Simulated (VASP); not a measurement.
Here is a VASP 6.6.1 calculation.

File INCAR:

```
SYSTEM = Pd
PREC = Accurate
ENCUT = 520
EDIFF = 1E-7
ISMEAR = -1
SIGMA = 0.05
LREAL = .FALSE.
LASPH = .TRUE.
NELM = 150
ALGO = Normal
ISIF = 2
LWAVE = .FALSE.
LCHARG = .FALSE.
ISPIN = 2
MAGMOM = 0.5 0.5
LORBIT = 11
LMAXMIX = 4
GGA = RE
NBANDS = 21
KPAR = 4
```

The input KPOINTS:

```
regular mesh
0
G
  14 14 13
  0 0 0
```

The input POSCAR:

```
Pd
1.0
   -3.0460186830      3.4677335106      1.3747551677
    3.4677335106     -3.0460186830      1.3747551677
    1.9600068193      1.9600068193     -0.6023836886
Pd
2
Direct
    0.0079678054      0.9920321946      1.0000000000
    0.7420321946      0.2579678054      0.5000000000
```

Potentials or basis: VASP PAW PBE potentials, release 64 (Pd).

Run with:

```bash
$ cat potpaw_PBE.64/Pd/POTCAR > POTCAR
$ mpirun -np 4 vasp_std > vasp.out
```

**Question.** What does it give for the band gap on the k mesh?

**Answer.** Zero (filled and empty bands overlap).

**Question.** What does it give for the largest force?

**Answer.** 0.084 eV/Å.

**Question.** Estimate the net moment.

**Answer.** 0.00 μB per cell.

Forces on the atoms (eV/Å):
```
Pd  -0.059  0.059  0.000
Pd   0.059 -0.059  0.000
```

Caveat: the cell stands under tension; the PAW data sets were made with another functional, which shifts forces and pressure a little.
